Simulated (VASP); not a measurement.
Write the native input for VASP 6.6.1 that does the following.

```yaml
Task: single point
Functional: LDA
Potentials_or_basis: VASP PAW LDA potentials, release 64 (Hf_pv, Ti_sv)
Cutoff: 520 eV
k_mesh: 18 × 18 × 10
Occupations: gaussian, width 0.15 eV
Spin: no spin polarisation
Dipole_correction: no
Further_INCAR_settings: ALGO = Fast; EDIFF = 1e-07; NBANDS = 18
```

The structure of HfTi lies in POSCAR:

```
HfTi
1.0
    3.0244253328      0.0000000000      0.0000000000
   -1.5122126664      2.6192291701      0.0000000000
    0.0000000000      0.0000000000      4.8292593400
Hf Ti
1 1
Direct
    0.6666666667      0.3333333333      0.5000000000
    0.3333333333      0.6666666667      0.0000000000
```

This cell differs from its parent crystal: strain -0.0200 x Voigt [1, 1, 0, 0, 0, 0].

One way to write it, as run:

INCAR

```
PREC     = Accurate       # precision mode
ENCUT    = 520            # plane-wave cutoff, eV
EDIFF    = 1E-7           # SCF threshold, eV
ISMEAR   = 0              # smearing method
SIGMA    = 0.15           # smearing width, eV
LREAL    = False          # projectors in reciprocal space
LASPH    = True           # aspherical terms in the spheres
NELM     = 60             # most SCF steps
ALGO     = Fast           # electronic algorithm
ISIF     = 2              # what is computed and relaxed
LWAVE    = False          # write WAVECAR
LCHARG   = True           # write CHGCAR
LELF     = True           # ELF
LVHAR    = True         
NBANDS   = 18             # bands
```

KPOINTS

```
regular mesh
0
Gamma
  18 18 10
```

Potentials or basis: VASP PAW LDA potentials, release 64 (Hf_pv, Ti_sv).

The run is started by

```console
$ cat potpaw_LDA.64/Hf_pv/POTCAR potpaw_LDA.64/Ti_sv/POTCAR > POTCAR
$ mpirun -np 1 vasp_std > vasp.out
```

Results of the run:

| Item | Value |
| --- | --- |
| Pressure | -3.4 GPa |
| Band gap on the k mesh | zero (band 11 reaches 7.32 eV, above the bottom of band 12 at 6.22 eV) |

Caveat: the cell differs from its parent crystal (strain -0.0200 x Voigt [1, 1, 0, 0, 0, 0]); spin-orbit coupling is left out, which moves the levels of the heavy elements.

Wall time 5.6 min on 1 thread of Intel(R) Xeon(R) Platinum 8259CL CPU @ 2.50GHz (Skylake/Cascade Lake) (shared host), peak memory 0.27 GiB.
